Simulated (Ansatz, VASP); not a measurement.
# Na in VASP and in Ansatz

```xyz
2
Lattice="3.7948 0.0000 0.0000 -1.8974 3.2864 0.0000 0.0000 0.0000 6.1030" Properties=species:S:1:pos:R:3 pbc="T T T"
Na   -0.2364    2.1909    1.5258
Na    2.1338    1.0955    4.5773
```

Change from the starting cell: mode 4 frozen in at -0.233 Å, equal normal strain along x and y +0.0133.

Alike in both runs: task single point; functional PBE; k mesh 15 × 15 × 8; occupations gaussian, width 0.15 eV; no spin polarisation.

|  | VASP | Ansatz |
| --- | --- | --- |
| version | VASP 6.6.1 | Ansatz 0.2.0 |
| potentials or method | VASP PAW PBE potentials, release 64 (Na_pv), cutoff 520 eV | scalar-relativistic, plane waves, PAW |
| valence electrons in the cell | 14 | 18 |

VASP gave:

- gap on the k mesh at the Fermi level (eV): none
- pressure (GPa): -0.2
- traceless stress, the component that is largest in VASP (GPa): 0.33
- rms of the force components (eV/Å): 0.036

Estimate Ansatz's values.

gap on the k mesh at the Fermi level (eV): none; pressure (GPa): -0.2; traceless stress, the component that is largest in VASP (GPa): 0.33; rms of the force components (eV/Å): 0.035.

Atom by atom the forces differ by 0.001 eV/Å (rms over components). A gap of «none» marks a metal or a gap that the smearing closes. VASP's potentials hold 14 valence electrons a cell and Ansatz's 18, so a difference there can come from the potentials and not from the codes.
